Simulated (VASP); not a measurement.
# TiIn15O24 (a cell with a defect) in VASP: single point with PBE

Aim: the single point of TiIn15O24 (a cell with a defect) with PBE.

Everything below comes from runs of VASP 6.6.1. Logs are shortened: lines on timing, memory, paths and dates and some standing lists are left out, and cuts for length are marked.

### Step 1. The cell of the first run

The cell holds a defect, 40 atoms: a = 8.014 Å, b = 8.014 Å, c = 8.014 Å, α = 86.99°, β = 86.99°, γ = 86.99°.

### Step 2. Single point, PBE

INCAR reads:

```
  PREC = Accurate
  ENCUT = 520
  EDIFF = 1E-7
  ISMEAR = -1
  SIGMA = 0.01
  LREAL = Auto
  LASPH = True
  NELM = 100
  ALGO = Normal
  ISIF = 2
  LWAVE = False
  LCHARG = False
  GGA = PE
  NBANDS = 202
  NELECT = 350.0
  LUSENCCL = False
```

KPOINTS reads:

```
Automatic mesh
0
Gamma
  3 3 3
```

POSCAR reads:

```
TiIn15O24
1.0
   -5.5162086345     -3.1847845401      4.8636867567
    5.5162086345     -3.1847845401      4.8636867567
    0.0000000000      6.3695690801      4.8636867567
Ti In O
1 15 24
Direct
    0.6428840000      0.6428840000      0.6428840000
    0.1428840000      0.1428840000      0.6428840000
    0.1428840000      0.6428840000      0.1428840000
    0.6428840000      0.1428840000      0.1428840000
    0.8571160000      0.8571160000      0.8571160000
    0.3571160000      0.3571160000      0.8571160000
    0.3571160000      0.8571160000      0.3571160000
    0.8571160000      0.3571160000      0.3571160000
    0.3571160000      0.3571160000      0.3571160000
    0.8571160000      0.8571160000      0.3571160000
    0.8571160000      0.3571160000      0.8571160000
    0.3571160000      0.8571160000      0.8571160000
    0.1428840000      0.1428840000      0.1428840000
    0.6428840000      0.6428840000      0.1428840000
    0.6428840000      0.1428840000      0.6428840000
    0.1428840000      0.6428840000      0.6428840000
    0.6017523500      0.2500000000      0.3982476500
    0.1017523500      0.7500000000      0.3982476500
    0.1017523500      0.2500000000      0.8982476500
    0.6017523500      0.7500000000      0.8982476500
    0.2500000000      0.3982476500      0.6017523500
    0.7500000000      0.8982476500      0.6017523500
    0.7500000000      0.3982476500      0.1017523500
    0.2500000000      0.8982476500      0.1017523500
    0.3982476500      0.6017523500      0.2500000000
    0.8982476500      0.1017523500      0.2500000000
    0.8982476500      0.6017523500      0.7500000000
    0.3982476500      0.1017523500      0.7500000000
    0.3982476500      0.7500000000      0.6017523500
    0.8982476500      0.2500000000      0.6017523500
    0.8982476500      0.7500000000      0.1017523500
    0.3982476500      0.2500000000      0.1017523500
    0.6017523500      0.3982476500      0.7500000000
    0.1017523500      0.8982476500      0.7500000000
    0.1017523500      0.3982476500      0.2500000000
    0.6017523500      0.8982476500      0.2500000000
    0.7500000000      0.6017523500      0.3982476500
    0.2500000000      0.1017523500      0.3982476500
    0.2500000000      0.6017523500      0.8982476500
    0.7500000000      0.1017523500      0.8982476500
```

Potentials or basis: VASP PAW PBE potentials, release 64 (Ti_sv, In_d, O).

On the command line:

```sh
cat potpaw_PBE.64/Ti_sv/POTCAR potpaw_PBE.64/In_d/POTCAR potpaw_PBE.64/O/POTCAR > POTCAR
mpirun -np 1 vasp_std > vasp.out
```

OUTCAR:

```text
PREC = Accurate
   ENCUT = 520
   EDIFF = 1E-7
   ISMEAR = -1
   LREAL = Auto
   LASPH = True
   NELM = 100
   ISIF = 2
   GGA = PE
   NELECT = 350.0

 ion  position               nearest neighbor table
   1  0.643  0.643  0.643-  29 2.13  37 2.13  33 2.13  27 2.26  20 2.26  22 2.26   5 3.13  11 3.26
                            12 3.26  10 3.26
   2  0.143  0.143  0.643-  30 2.13  38 2.13  34 2.13  28 2.26  19 2.26  21 2.26   6 3.13  11 3.26
                            12 3.26   9 3.26   8 3.63   7 3.63   5 3.63  13 4.01  13 4.01  16 4.01
   3  0.143  0.643  0.143-  31 2.13  39 2.13  35 2.13  25 2.26  18 2.26  24 2.26   7 3.13   9 3.26
                            10 3.26  12 3.26   5 3.63   6 3.63   8 3.63  16 4.01  16 4.01  13 4.01
   4  0.643  0.143  0.143-  32 2.13  40 2.13  36 2.13  26 2.26  17 2.26  23 2.26   8 3.13   9 3.26
                            10 3.26  11 3.26   5 3.63   6 3.63   7 3.63  15 4.01  15 4.01  13 4.01
   5  0.857  0.857  0.857-  40 2.13  31 2.13  34 2.13  27 2.26  22 2.26  20 2.26   1 3.13  15 3.26
                            16 3.26  14 3.26   4 3.63   3 3.63   2 3.63  10 4.01  10 4.01  11 4.01
   6  0.357  0.357  0.857-  39 2.13  32 2.13  33 2.13  28 2.26  21 2.26  19 2.26   2 3.13  15 3.26
                            16 3.26  13 3.26   4 3.63   3 3.63   9 4.01   9 4.01  11 4.01  12 4.01
   7  0.357  0.857  0.357-  38 2.13  29 2.13  36 2.13  25 2.26  24 2.26  18 2.26   3 3.13  13 3.26
                            14 3.26  16 3.26   2 3.63   4 3.63  12 4.01  12 4.01  10 4.01   9 4.01
   8  0.857  0.357  0.357-  37 2.13  30 2.13  35 2.13  26 2.26  23 2.26  17 2.26   4 3.13  13 3.26
                            14 3.26  15 3.26   2 3.63   3 3.63  11 4.01  11 4.01  10 4.01   9 4.01
   9  0.357  0.357  0.357-  17 2.13  21 2.13  25 2.13  35 2.26  32 2.26  38 2.26  13 3.13   4 3.26
[... 37 lines left out ...]
  39  0.250  0.602  0.898-   6 2.13   3 2.13  16 2.26  12 2.26
  40  0.750  0.102  0.898-   5 2.13   4 2.13  15 2.26  11 2.26

  LATTYP: Found a trigonal (rhomboedric) cell.
 ALAT       =     8.0141661533
 COS(alpha) =     0.0524662700

  Lattice vectors:

 A1 = (  -5.5162086345,  -3.1847845401,   4.8636867567)
 A2 = (   5.5162086345,  -3.1847845401,   4.8636867567)
 A3 = (   0.0000000000,   6.3695690801,   4.8636867567)

Analysis of symmetry for initial positions (statically):
=====================================================================
 Subroutine PRICEL returns:
 Original cell was already a primitive cell.

 Routine SETGRP: Setting up the symmetry group for a
 trigonal (rhombohedral) supercell.

 Subroutine GETGRP returns: Found  3 space group operations
 (whereof  3 operations were pure point group operations)
 out of a pool of 12 trial point group operations.

The static configuration has the point symmetry C_3 .

Analysis of symmetry for dynamics (positions and initial velocities):
[... 179 lines left out ...]
   NELECT =     350.0000    total number of electrons
   NUPDOWN=      -1.0000    fix difference up-down
   EMIN   =  10.00;   EMAX   =-10.00  energy-range for DOS
   EFERMI =   0.00;   METHOD = LEGACY
   ISMEAR =    -1;   SIGMA  =   0.01  broadening in eV -4-tet -1-fermi 0-gaus
   EFERMI_NEDOS =   21; number of points for ismear=-14 and -15
   IALGO  =     38    algorithm
   IMIX   =      4    mixing-type and parameters
     AMIX     =   0.40;   BMIX     =  1.00
     AMIX_MAG =   1.60;   BMIX_MAG =  1.00
  volume/ion in A,a.u.               =      12.82        86.49
  Fermi-wavevector in a.u.,A,eV,Ry     =   1.441512  2.724063 28.272326  2.077957
  Thomas-Fermi vector in A             =   2.560136
   LORBIT       =      0    0 simple, 1 ext, 2 COOP (PROOUT), +10 PAW based schemes
   GGA     = PE    functional components
   LHFCALC =     F    Hartree Fock is set to
   AEXX    =    0.0000 exact exchange contribution
   IVDW    =     0    specifies the selected vdW correction
   LEPSILON=     F    determine dielectric tensor
   LRPA    =     F    only Hartree local field effects (RPA)
 non-spin polarized calculation
  energy-cutoff  :      520.00
  volume of cell :      512.67
 maximum number of plane-waves:     13819
   NGX = 29   NGY = 29   NGZ = 29

 number of electron     350.0000014 magnetization

 Free energy of the ion-electron system (eV)
  ---------------------------------------------------
  ext. energy  EPLUGINS =         0.00000000
  ---------------------------------------------------
  free energy    TOTEN  =      -236.76813564 eV

  energy without entropy =     -236.76813564  energy(sigma->0) =     -236.76813564

 E-fermi :   5.6679     XC(G=0): -11.0911

 val. band max:        5.3728816315   @ k =   0.0000   0.0000   0.0000
 cond. band min:       6.7226292224   @ k =   0.0000   0.0000   0.0000
 fundamental gap:      1.3497475909
 Fermi energy:         5.6678515277

 k-point     1 :       0.0000    0.0000    0.0000
  band No.  band energies     occupation
      1     -52.5132      2.00000
      2     -28.6711      2.00000
      3     -28.6325      2.00000
      4     -28.6325      2.00000
      5     -12.2608      2.00000
      6     -11.8533      2.00000
[... 1129 lines left out ...]
    186      10.7785      0.00000
    187      10.8571      0.00000
 [bands above 187 left out]

------------------------ aborting loop because EDIFF is reached ----------------------------------------

  FORCE on cell =-STRESS in cart. coord.  units (eV):
  Direction    XX          YY          ZZ          XY          YZ          ZX
  --------------------------------------------------------------------------------------
  -------------------------------------------------------------------------------------
  Total       -1.6608536     -1.6608536     -1.8883947     -0.0000001      0.0000000      0.0000000
  in kB       -5.1904422     -5.1904422     -5.9015455     -0.0000002      0.0000000      0.0000000
  external PRESSURE =      -5.4274766 kB  Pullay stress =       0.0000000 kB

 VOLUME and BASIS-vectors are now :
 -----------------------------------------------------------------------------
  energy-cutoff  :      520.00
  volume of cell :      512.67
      direct lattice vectors                 reciprocal lattice vectors
    -5.516208634 -3.184784540  4.863686757    -0.090641967 -0.052332164  0.068535115
     5.516208634 -3.184784540  4.863686757     0.090641967 -0.052332164  0.068535115
     0.000000000  6.369569080  4.863686757     0.000000000  0.104664328  0.068535115

 POSITION                                       TOTAL-FORCE (eV/Angst)
 -----------------------------------------------------------------------------------
      0.00000     -0.00000      9.38036         0.000000     -0.000000      0.204094
      0.00000      3.18478      4.51667         0.036411     -0.051183     -0.078541
      2.75810     -1.59239      4.51667        -0.062532     -0.005941     -0.078541
     -2.75810     -1.59239      4.51667         0.026121      0.057124     -0.078541
      0.00000     -0.00000     12.50623         0.000000     -0.000000      0.563582
      0.00000      3.18478      7.64254         0.271936      0.519746     -0.166454
[... 32 lines left out ...]
      1.94034      3.00880      8.51145         0.014914     -0.259148     -0.045863
     -3.57587      3.00880      8.51145         0.068995     -0.145927     -0.163565
 -----------------------------------------------------------------------------------
    total drift:                                0.000000      0.000000      0.031038

  FREE ENERGIE OF THE ION-ELECTRON SYSTEM (eV)
  ---------------------------------------------------
  free  energy   TOTEN  =      -236.7681356369 eV

  energy  without entropy=     -236.7681356369  energy(sigma->0) =     -236.76813564
```

stdout:

```text
[vt-gpu-oc-0:32323] opal_ifinit: socket() failed with errno=97
 Offloading initialized ...    1 GPUs detected
 POSCAR found type information on POSCAR TiInO
 POSCAR found :  3 types and      40 ions
 scaLAPACK will be used selectively (only on CPU)
 LDA part: xc-table for (Slater+PW92), standard interpolation
 POSCAR, INCAR and KPOINTS ok, starting setup
 FFT: planning ... GRIDC
 FFT: planning ... GRID_SOFT
 FFT: planning ... GRID
 WAVECAR not read
 entering main loop
 the old and the new charge density differ
 old charge density:   351.00000 new  350.00000
    0.466E+01
```

Run time: 7.7 min. Hardware: 1 × NVIDIA H100 80GB with 1 thread of Intel Xeon Platinum 8481C at 2.70GHz (Sapphire Rapids), shared host; peak memory 1.6 GiB.

What came out:

* Free energy: -236.7681 eV
* Largest force: 3.066 eV/Å

Forces in eV/Å, atoms in the order of the input:
```
Ti   0.000  0.000  0.204
In   0.036 -0.051 -0.079
In  -0.063 -0.006 -0.079
In   0.026  0.057 -0.079
In   0.000  0.000  0.564
In   0.272  0.520 -0.166
In   0.314 -0.495 -0.166
In  -0.586 -0.024 -0.166
In   0.000  0.000 -0.081
In   0.116 -0.594  0.278
In  -0.572  0.196  0.278
In   0.456  0.397  0.278
In   0.000  0.000 -0.104
In   0.060 -0.001 -0.222
In  -0.031 -0.051 -0.222
In  -0.029  0.052 -0.222
O   -0.044  0.071  0.179
O   -0.016  0.190  0.053
O    0.054 -0.095 -0.045
O   -0.630 -1.223 -1.228
O    0.083  0.003  0.179
O   -0.744  1.157 -1.228
O    0.172 -0.082  0.053
O   -0.110  0.001 -0.045
O   -0.039 -0.073  0.179
O    0.055  0.095 -0.045
O    1.374  0.066 -1.228
O   -0.157 -0.108  0.053
O   -2.798 -0.260  1.226
O    0.217  0.142 -0.046
O    0.092  0.133 -0.164
O   -0.016 -0.126  0.019
O    1.624 -2.293  1.226
O   -0.161  0.013 -0.164
O    0.117  0.049  0.019
O   -0.232  0.117 -0.046
O    1.173  2.553  1.226
O   -0.101  0.076  0.019
O    0.015 -0.259 -0.046
O    0.069 -0.146 -0.164
```

Levels at points of the mesh, in eV from the Fermi level:
```csv
k point,band 172,band 173,band 174,band 175,band 176,band 177,band 178,band 179
"(0.00, 0.00, 0.00)",-0.40,-0.37,-0.29,-0.29,1.05,1.47,1.47,1.49
```

Caveat: the cell carries a net charge on a neutralising background, which shifts energy and pressure; the cell is charged against a uniform background, so pressure and absolute levels hang on convention; spin-orbit coupling is left out, which moves the levels of the heavy elements.
